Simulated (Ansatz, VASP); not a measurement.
# One calculation of InSb3, two programs

```
In Sb
1.0
     4.66945    0.00000    0.00000
     0.00000    4.66945    0.00000
     0.00000    0.00000    4.66945
In Sb
1 3
Cartesian
  0.0000 0.0000 0.0000
  2.3347 0.0000 2.3347
  0.0000 2.3347 2.3347
  2.3347 2.3347 0.0000
```

Change from the starting cell: equal engineering shear yz, xz and xy +0.0000, equal normal strain along x, y and z -0.0300.

Alike in both runs: task single point; functional PBE; k mesh 8 × 8 × 8; occupations gaussian, width 0.15 eV; no spin polarisation.

|  | VASP | Ansatz |
| --- | --- | --- |
| version | VASP 6.6.1 | Ansatz 0.2.0 |
| potentials or method | VASP PAW PBE potentials, release 64 (In_d, Sb), cutoff 520 eV | scalar-relativistic, plane waves, PAW |
| valence electrons in the cell | 28 | 58 |

Ansatz gave:

```
gap on the k mesh at the Fermi level (eV) : none
pressure (GPa)                            : 5.8
```

Question: Which values does VASP return?

Answer: gap on the k mesh at the Fermi level (eV): none; pressure (GPa): 5.7.

A gap of «none» marks a metal or a gap that the smearing closes. VASP's potentials hold 28 valence electrons a cell and Ansatz's 58, so a difference there can come from the potentials and not from the codes.

Neither program's run includes spin-orbit coupling.
